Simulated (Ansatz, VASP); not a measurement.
One calculation of Si, two programs

```
Si
1.0
     0.00000    2.95367    2.84428
     2.95367    0.00000    2.84428
     2.95367    2.95367    0.00000
Si
2
Direct
  0.50000 0.50000 0.50000
  0.75000 0.75000 0.75000
```

Change from the starting cell: strain +0.080 along x and y, +0.040 along z, atoms carried along.

Alike in both runs: task single point; functional PBE; k mesh 8 × 8 × 8; occupations gaussian, width 0.05 eV; no spin polarisation.

|  | VASP | Ansatz |
| --- | --- | --- |
| version | VASP 6.6.1 | Ansatz 0.2.0 |
| potentials or method | VASP PAW PBE potentials, release 64 (Si), cutoff 520 eV | scalar-relativistic, plane waves, PAW |
| valence electrons in the cell | 8 | 8 |

```tsv
	VASP	Ansatz	Ansatz less VASP
gap on the k mesh at the Fermi level (eV)	0.55	0.55	-0.002
least direct gap on the mesh (eV)	0.92	0.92	-0.004
pressure (GPa)	-11.2	-11.1	+0.04
traceless stress, the component that is largest in VASP (GPa)	2.08	2.08	-0.003
```

The functional is the same, so the differences come from potentials, cutoffs and numerics.
